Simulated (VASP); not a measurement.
# AlGa2Sb3 (P-6m2) in VASP: notebook

The runs below take AlGa2Sb3 through single point, relaxation of cell and atoms, with PBE.

Everything below comes from runs of VASP 6.6.1. Logs are shortened: lines on timing, memory, paths and dates and some standing lists are left out, and cuts for length are marked.

### 1 The cell of the first run

The structure is hexagonal, space group P-6m2 (No. 187). The conventional cell has a = 4.389 Å, b = 4.389 Å, c = 8.202 Å, α = 90.00°, β = 90.00°, γ = 120.00°. Within 3.3 Å of Al (site symmetry -6m2) lie 3 Sb at 2.53 Å and 6 Ga at 3.25 Å. Ga (site symmetry 3m) has 9 Sb at 3.25 to 3.27 Å and 3 Al at 3.25 Å and 8 Ga at 4.07 to 4.39 Å within 4.4 Å. Sb (site symmetry -6m2) has 3 Sb at 2.53 Å and 6 Ga at 3.27 Å within 3.3 Å. Sb (site symmetry -6m2) has 3 Al at 2.53 Å and 6 Ga at 3.25 Å within 3.3 Å. Within 3.3 Å of Sb (site symmetry -6m2) lie 3 Sb at 2.53 Å and 6 Ga at 3.27 Å.

The cell was generated, and may not be a known phase.

### 2 Single point, PBE

Contents of INCAR:

```
ALGO = Normal ; EDIFF = 1E-7
ENCUT = 520 ; GGA = PE
ISIF = 2 ; ISMEAR = 0
LASPH = T ; LCHARG = T
LELF = T ; LREAL = F
LVHAR = T ; LWAVE = F
NBANDS = 31 ; NELM = 80
PREC = Accurate ; SIGMA = 0.1
```

Contents of KPOINTS:

```
k-points
0
Gamma
  6 6 2
```

Contents of POSCAR:

```
AlGa2Sb3
1.0
    4.3888351900      0.0000000000      0.0000000000
   -2.1944175900      3.8008427600      0.0000000000
    0.0000000000      0.0000000000      8.2023067200
Al Ga Sb
1 2 3
Direct
    0.0000000000      0.0000000000      0.0000000000
    0.6666666700      0.3333333300      0.2480740000
    0.6666666700      0.3333333300      0.7519260000
    0.0000000000      0.0000000000      0.5000000000
    0.3333333300      0.6666666700      0.0000000000
    0.3333333300      0.6666666700      0.5000000000
```

Potentials or basis: VASP PAW PBE potentials, release 64 (Al, Ga_d, Sb).

Command:

```bash
$ cat potpaw_PBE.64/Al/POTCAR potpaw_PBE.64/Ga_d/POTCAR potpaw_PBE.64/Sb/POTCAR > POTCAR
$ mpirun -np 1 vasp_std > vasp.out
```

OUTCAR:

```text
EDIFF = 1E-7
   ENCUT = 520
   GGA = PE
   ISIF = 2
   ISMEAR = 0
   LASPH = T
   LREAL = F
   NELM = 80
   PREC = Accurate

 ion  position               nearest neighbor table
   1  0.000  0.000  0.000-   5 2.53   5 2.53   5 2.53
   2  0.667  0.333  0.248-   5 3.25   5 3.25   5 3.25   6 3.27   4 3.27   6 3.27   4 3.27   4 3.27
                             6 3.27
   3  0.667  0.333  0.752-   5 3.25   5 3.25   5 3.25   6 3.27   4 3.27   6 3.27   4 3.27   4 3.27
                             6 3.27
   4  0.000  0.000  0.500-   6 2.53   6 2.53   6 2.53   2 3.27   3 3.27   3 3.27   2 3.27   3 3.27
                             2 3.27
   5  0.333  0.667  0.000-   1 2.53   1 2.53   1 2.53   2 3.25   3 3.25   2 3.25   3 3.25   3 3.25
                             2 3.25
   6  0.333  0.667  0.500-   4 2.53   4 2.53   4 2.53   2 3.27   3 3.27   2 3.27   3 3.27   2 3.27
                             3 3.27

  LATTYP: Found a hexagonal cell.
 ALAT       =     4.3888351900
 C/A-ratio  =     1.8689028785

  Lattice vectors:

 A1 = (   4.3888351900,   0.0000000000,   0.0000000000)
 A2 = (  -2.1944175900,   3.8008427600,   0.0000000000)
 A3 = (   0.0000000000,   0.0000000000,   8.2023067200)

Analysis of symmetry for initial positions (statically):
=====================================================================
 Subroutine PRICEL returns:
 Original cell was already a primitive cell.

 Routine SETGRP: Setting up the symmetry group for a
 hexagonal supercell.

 Subroutine GETGRP returns: Found 12 space group operations
 (whereof 12 operations were pure point group operations)
 out of a pool of 24 trial point group operations.

The static configuration has the point symmetry D_3h.

Analysis of symmetry for dynamics (positions and initial velocities):
=====================================================================
 Subroutine PRICEL returns:
 Original cell was already a primitive cell.

 Routine SETGRP: Setting up the symmetry group for a
 hexagonal supercell.

 Subroutine GETGRP returns: Found 12 space group operations
 (whereof 12 operations were pure point group operations)
 out of a pool of 24 trial point group operations.

The dynamic configuration has the point symmetry D_3h.

 Subroutine INISYM returns: Found 12 space group operations
 (whereof 12 operations are pure point group operations),
 and found     1 'primitive' translations

----------------------------------------------------------------------------------------

                                     Primitive cell

  volume of cell :     136.8249

  direct lattice vectors                    reciprocal lattice vectors
     4.388835190  0.000000000  0.000000000     0.227850889  0.131549772  0.000000000
    -2.194417590  3.800842760  0.000000000     0.000000000  0.263099545  0.000000000
     0.000000000  0.000000000  8.202306720     0.000000000  0.000000000  0.121916923

  length of vectors
     4.388835190  4.388835181  8.202306720     0.263099544  0.263099545  0.121916923

  position of ions in fractional coordinates (direct lattice)
     0.000000000  0.000000000  0.000000000
     0.666666670  0.333333330  0.248074000
     0.666666670  0.333333330  0.751926000
     0.000000000  0.000000000  0.500000000
     0.333333330  0.666666670  0.000000000
     0.333333330  0.666666670  0.500000000

  ion indices of the primitive-cell ions
   primitive index   ion index
                 1           1
                 2           2
                 3           3
                 4           4
                 5           5
                 6           6

----------------------------------------------------------------------------------------

 KPOINTS: k-points

Automatic generation of k-mesh.
 Grid dimensions read from file:
 generate k-points for:    6    6    2

 Generating k-lattice:

  Cartesian coordinates                     Fractional coordinates (reciprocal lattice)
     0.037975148  0.021924962  0.000000000     0.166666667  0.000000000  0.000000000
     0.000000000  0.043849924  0.000000000     0.000000000  0.166666667  0.000000000
     0.000000000  0.000000000  0.060958462     0.000000000  0.000000000  0.500000000

  Length of vectors
     0.043849924  0.043849924  0.060958462

  Shift w.r.t. Gamma in fractional coordinates (k-lattice)
     0.000000000  0.000000000  0.000000000

 Subroutine IBZKPT returns following result:
 ===========================================

 Found     14 irreducible k-points:

 Following reciprocal coordinates:
            Coordinates               Weight
  0.000000  0.000000  0.000000      1.000000
  0.166667  0.000000  0.000000      6.000000
  0.333333  0.000000  0.000000      6.000000
  0.500000  0.000000  0.000000      3.000000
  0.166667  0.166667  0.000000      6.000000
  0.333333  0.166667  0.000000     12.000000
  0.333333  0.333333  0.000000      2.000000
  0.000000  0.000000  0.500000      1.000000
  0.166667  0.000000  0.500000      6.000000
  0.333333  0.000000  0.500000      6.000000
  0.500000  0.000000  0.500000      3.000000
  0.166667  0.166667  0.500000      6.000000
  0.333333  0.166667  0.500000     12.000000
  0.333333  0.333333  0.500000      2.000000
   k-points           NKPTS =     14   k-points in BZ     NKDIM =     14   number of bands    NBANDS=     31
   number of dos      NEDOS =    301   number of ions     NIONS =      6
   total plane-waves  NPLWV =  82944
   dimension x,y,z NGX =    36 NGY =   36 NGZ =   64
   dimension x,y,z NGXF=    72 NGYF=   72 NGZF=  128
   ions per type =               1   2   3
   NGX,Y,Z   is equivalent  to a cutoff of  13.64, 13.64, 12.97 a.u.
   NGXF,Y,Z  is equivalent  to a cutoff of  27.27, 27.27, 25.94 a.u.
 SYSTEM =  unknown system
   PREC   = accura    normal or accurate (medium, high low for compatibility)
   ISTART =      0    job   : 0-new  1-cont  2-samecut
   ICHARG =      2    charge: 1-file 2-atom 10-const
   ISPIN  =      1    spin polarized calculation?
   LNONCOLLINEAR =      F non collinear calculations
   LSORBIT =      F    spin-orbit coupling
   LASPH  =      T    aspherical Exc in radial PAW
   ENCUT  =  520.0 eV  38.22 Ry    6.18 a.u.   8.16  8.16 15.25*2*pi/ulx,y,z
   NELM   =     80;   NELMIN=  2; NELMDL= -5     # of ELM steps
   EDIFF  = 0.1E-06   stopping-criterion for ELM
   LREAL  =      F    real-space projection
   EDIFFG = 0.1E-05   stopping-criterion for IOM
   NSW    =      0    number of steps for IOM
   IBRION =     -1    ionic relax: 0-MD 1-quasi-New 2-CG
   NFREE  =      0    steps in history (QN), initial steepest desc. (CG)
   ISIF   =      2    stress and relaxation
   ISYM   =      2    0-nonsym 1-usesym 2-fastsym
   POTIM  = 0.5000    time-step for ionic-motion
   TEBEG  =    0.0;   TEEND  =   0.0 temperature during run
   PSTRESS=    0.0 pullay stress
   NELECT =      44.0000    total number of electrons
   NUPDOWN=      -1.0000    fix difference up-down
   EMIN   =  10.00;   EMAX   =-10.00  energy-range for DOS
   EFERMI =   0.00;   METHOD = LEGACY
   ISMEAR =     0;   SIGMA  =   0.10  broadening in eV -4-tet -1-fermi 0-gaus
   EFERMI_NEDOS =   21; number of points for ismear=-14 and -15
   IALGO  =     38    algorithm
   IMIX   =      4    mixing-type and parameters
     AMIX     =   0.40;   BMIX     =  1.00
     AMIX_MAG =   1.60;   BMIX_MAG =  1.00
  volume/ion in A,a.u.               =      22.80       153.89
  Fermi-wavevector in a.u.,A,eV,Ry     =   1.121598  2.119513 17.115893  1.257983
  Thomas-Fermi vector in A             =   2.258253
   LORBIT       =      0    0 simple, 1 ext, 2 COOP (PROOUT), +10 PAW based schemes
   GGA     = PE    functional components
   LHFCALC =     F    Hartree Fock is set to
   AEXX    =    0.0000 exact exchange contribution
   IVDW    =     0    specifies the selected vdW correction
   LEPSILON=     F    determine dielectric tensor
   LRPA    =     F    only Hartree local field effects (RPA)
 non-spin polarized calculation
 Gauss-broadening in eV      SIGMA  =   0.10
  energy-cutoff  :      520.00
  volume of cell :      136.82
 maximum number of plane-waves:      3745
 NGX is ok and might be reduce to    36
   NGX = 17   NGY = 17   NGZ = 31

 number of electron      43.9999997 magnetization

 Free energy of the ion-electron system (eV)
  ---------------------------------------------------
  ext. energy  EPLUGINS =         0.00000000
  ---------------------------------------------------
  free energy    TOTEN  =       -17.73179350 eV

  energy without entropy =      -17.71315484  energy(sigma->0) =      -17.72247417

 E-fermi :   7.6429     XC(G=0): -10.2392

 val. band max:        7.5974007484   @ k =   0.1667   0.1667   0.5000
 cond. band min:       7.6437849786   @ k =   0.3333   0.0000   0.0000
 fundamental gap:      0.0463842302
 Fermi energy:         7.6429041987

 k-point     1 :       0.0000    0.0000    0.0000
  band No.  band energies     occupation
      1      -7.2772      2.00000
      2      -7.2761      2.00000
      3      -7.2761      2.00000
      4      -7.2669      2.00000
      5      -7.2669      2.00000
      6      -7.2667      2.00000
[... 23 lines left out ...]
     30       9.9263      0.00000
     31      10.4055      0.00000

 k-point     2 :       0.1667    0.0000    0.0000
  band No.  band energies     occupation
      1      -7.2895      2.00000
      2      -7.2773      2.00000
      3      -7.2744      2.00000
      4      -7.2690      2.00000
      5      -7.2681      2.00000
      6      -7.2672      2.00000
[... 23 lines left out ...]
     30      11.4813      0.00000
     31      11.9954      0.00000

 k-point     3 :       0.3333    0.0000    0.0000
  band No.  band energies     occupation
      1      -7.3066      2.00000
      2      -7.2797      2.00000
      3      -7.2731      2.00000
      4      -7.2724      2.00000
      5      -7.2703      2.00000
      6      -7.2677      2.00000
[... 23 lines left out ...]
     30      12.1740      0.00000
     31      12.4952      0.00000

 k-point     4 :       0.5000    0.0000    0.0000
  band No.  band energies     occupation
      1      -7.3131      2.00000
      2      -7.2810      2.00000
      3      -7.2751      2.00000
      4      -7.2737      2.00000
      5      -7.2694      2.00000
      6      -7.2680      2.00000
[... 23 lines left out ...]
     30      13.4449      0.00000
     31      13.9587      0.00000

 k-point     5 :       0.1667    0.1667    0.0000
  band No.  band energies     occupation
      1      -7.3012      2.00000
      2      -7.2808      2.00000
      3      -7.2722      2.00000
      4      -7.2716      2.00000
      5      -7.2689      2.00000
      6      -7.2680      2.00000
[... 23 lines left out ...]
     30      12.0128      0.00000
     31      12.1851      0.00000
[... 202 lines left out ...]
     30      12.8701      0.00000
     31      13.4821      0.00000

 k-point    12 :       0.1667    0.1667    0.5000
  band No.  band energies     occupation
      1      -7.2923      2.00000
      2      -7.2822      2.00000
      3      -7.2756      2.00000
      4      -7.2739      2.00000
      5      -7.2666      2.00000
      6      -7.2660      2.00000
[... 23 lines left out ...]
     30      12.0033      0.00000
     31      12.8902      0.00000

 k-point    13 :       0.3333    0.1667    0.5000
  band No.  band energies     occupation
      1      -7.2967      2.00000
      2      -7.2869      2.00000
      3      -7.2797      2.00000
      4      -7.2762      2.00000
      5      -7.2671      2.00000
      6      -7.2667      2.00000
[... 23 lines left out ...]
     30      12.6986      0.00000
     31      13.0651      0.00000

 k-point    14 :       0.3333    0.3333    0.5000
  band No.  band energies     occupation
      1      -7.2894      2.00000
      2      -7.2894      2.00000
      3      -7.2853      2.00000
      4      -7.2798      2.00000
      5      -7.2619      2.00000
      6      -7.2618      2.00000
[... 23 lines left out ...]
     30      12.6380      0.00000
     31      13.2002      0.00000

------------------------ aborting loop because EDIFF is reached ----------------------------------------

  FORCE on cell =-STRESS in cart. coord.  units (eV):
  Direction    XX          YY          ZZ          XY          YZ          ZX
  --------------------------------------------------------------------------------------
  -------------------------------------------------------------------------------------
  Total       22.5020915     22.5020914      2.2595734      0.0000000      0.0000000     -0.0000000
  in kB      263.4925179    263.4925168     26.4589041      0.0000003      0.0000000     -0.0000000
  external PRESSURE =     184.4813130 kB  Pullay stress =       0.0000000 kB

 VOLUME and BASIS-vectors are now :
 -----------------------------------------------------------------------------
  energy-cutoff  :      520.00
  volume of cell :      136.82
      direct lattice vectors                 reciprocal lattice vectors
     4.388835190  0.000000000  0.000000000     0.227850889  0.131549772  0.000000000
    -2.194417590  3.800842760  0.000000000     0.000000000  0.263099545  0.000000000
     0.000000000  0.000000000  8.202306720     0.000000000  0.000000000  0.121916923

 POSITION                                       TOTAL-FORCE (eV/Angst)
 -----------------------------------------------------------------------------------
      0.00000      0.00000      0.00000        -0.000000      0.000000      0.000000
      2.19442      1.26695      2.03478         0.000000      0.000000     -0.078347
      2.19442      1.26695      6.16753        -0.000000     -0.000000      0.078347
      0.00000      0.00000      4.10115        -0.000000      0.000000      0.000000
     -0.00000      2.53390      0.00000        -0.000000      0.000000      0.000000
     -0.00000      2.53390      4.10115         0.000000     -0.000000      0.000000
 -----------------------------------------------------------------------------------
    total drift:                               -0.000015      0.000008      0.000000

  FREE ENERGIE OF THE ION-ELECTRON SYSTEM (eV)
  ---------------------------------------------------
  free  energy   TOTEN  =       -17.7317935025 eV

  energy  without entropy=      -17.7131548428  energy(sigma->0) =      -17.72247417
```

It took 43 s on 1 thread of AMD EPYC 9R45 (Zen 5), shared host; peak memory 0.26 GiB.

What came out:

| Quantity | Value |
| --- | --- |
| Free energy | -17.7318 eV |
| Pressure | 18.4 GPa |
| Largest force | 0.078 eV/Å |
| Band gap on the k mesh | zero (bands 22 and 23 overlap by 1.21 eV) |

Forces on the atoms (eV/Å):
```
Al   0.000  0.000  0.000
Ga   0.000  0.000 -0.078
Ga   0.000  0.000  0.078
Sb   0.000  0.000  0.000
Sb   0.000  0.000  0.000
Sb   0.000  0.000  0.000
```

Levels at points of the mesh, in eV from the Fermi level:
```tsv
k point	band 18	band 19	band 20	band 21	band 22	band 23	band 24	band 25	band 26	band 27
(0.00, 0.00, 0.00)	-3.18	-2.24	-2.24	-0.56	-0.56	-0.12	0.95	1.52	1.52	2.11
(0.50, 0.00, 0.00)	-4.47	-3.57	-1.73	-0.97	-0.46	0.71	0.74	0.93	1.64	3.83
(0.00, 0.00, 0.50)	-2.26	-2.26	-1.39	-0.72	-0.36	-0.36	0.27	0.50	0.50	3.08
(0.50, 0.00, 0.50)	-3.71	-3.57	-3.03	-2.02	-1.62	1.21	1.80	1.95	2.13	4.19
```

Caveat: the k points lie up to 0.38 Å⁻¹ apart, too coarse for converged energies and pressures of a metal; spin-orbit coupling is left out, which moves the levels of the heavy elements.

### 3 Single point, PBE

This run uses another cell than the first one, of 24.36 Å³/atom.

Contents of INCAR:

```
SYSTEM = AlGa2Sb3
PREC     = Accurate       ! precision mode
ENCUT    = 520            ! plane-wave cutoff, eV
EDIFF    = 1E-6           ! SCF threshold, eV
ISMEAR   = 0              ! smearing method
SIGMA    = 0.1            ! smearing width, eV
LREAL    = .False.        ! projectors in reciprocal space
LASPH    = .True.         ! aspherical terms in the spheres
NELM     = 80             ! most SCF steps
ALGO     = Normal         ! electronic algorithm
ISIF     = 2              ! what is computed and relaxed
LWAVE    = .False.        ! write WAVECAR
LCHARG   = .False.        ! write CHGCAR
GGA      = PE             ! functional
NBANDS   = 31             ! bands
```

Contents of KPOINTS:

```
Automatic mesh
0
Gamma
  6 6 2
  0 0 0
```

Contents of POSCAR:

```
AlGa2Sb3
1.0
    5.1435751234     -0.0000000034      0.0000000000
   -2.5717875588      4.4544667249      0.0000000000
    0.0000000000      0.0000000000      6.3779218092
Al Ga Sb
1 2 3
Direct
    0.0000000000      0.0000000000      0.0000000000
    0.6666666667      0.3333333333      0.2526162795
    0.6666666667      0.3333333333      0.7473837205
    0.0000000000      0.0000000000      0.5000000000
    0.3333333333      0.6666666667      0.0000000000
    0.3333333333      0.6666666667      0.5000000000
```

Potentials or basis: VASP PAW PBE potentials, release 64 (Al, Ga_d, Sb).

Command:

```bash
$ cat potpaw_PBE.64/Al/POTCAR potpaw_PBE.64/Ga_d/POTCAR potpaw_PBE.64/Sb/POTCAR > POTCAR
$ mpirun -np 1 vasp_std > vasp.out
```

Wall time 35 s (1 thread of AMD EPYC 9R45 (Zen 5), shared host); peak memory 0.25 GiB.

It converged, with:

```yaml
Free_energy: -21.2271 eV
Pressure: 0.3 GPa
Band_gap_on_the_k_mesh: zero (bands 22 and 23 overlap by 2.16 eV)
```

Forces in eV/Å, atoms in the order of the input:
```
Al   0.000  0.000  0.000
Ga   0.000  0.000  0.003
Ga   0.000  0.000 -0.003
Sb   0.000  0.000  0.000
Sb   0.000  0.000  0.000
Sb   0.000  0.000  0.000
```

Stress tensor (GPa, compression positive):
```
0.39 0.00 0.00
0.00 0.39 0.00
0.00 0.00 0.06
```

Levels at points of the mesh, in eV from the Fermi level:
```csv
k point,band 18,band 19,band 20,band 21,band 22,band 23,band 24,band 25,band 26,band 27
"(0.00, 0.00, 0.00)",-2.05,-2.05,-1.81,-1.06,-1.01,-1.01,-0.37,0.68,1.90,1.90
"(0.50, 0.00, 0.00)",-4.22,-2.07,-1.76,-1.68,0.94,1.05,1.86,2.87,3.32,3.76
"(0.00, 0.00, 0.50)",-2.22,-2.06,-2.06,-1.80,-1.30,-1.22,-1.22,-0.34,-0.34,2.84
"(0.50, 0.00, 0.50)",-3.22,-1.02,-1.00,-0.49,-0.06,1.92,2.32,2.46,3.00,3.10
```

Caveat: the k points lie up to 0.49 Å⁻¹ apart, too coarse for converged energies and pressures of a metal; spin-orbit coupling is left out, which moves the levels of the heavy elements.

(Part 1 of 3 ends here.)

The gap in the log of VASP goes by the Fermi energy; the results here count the filled bands.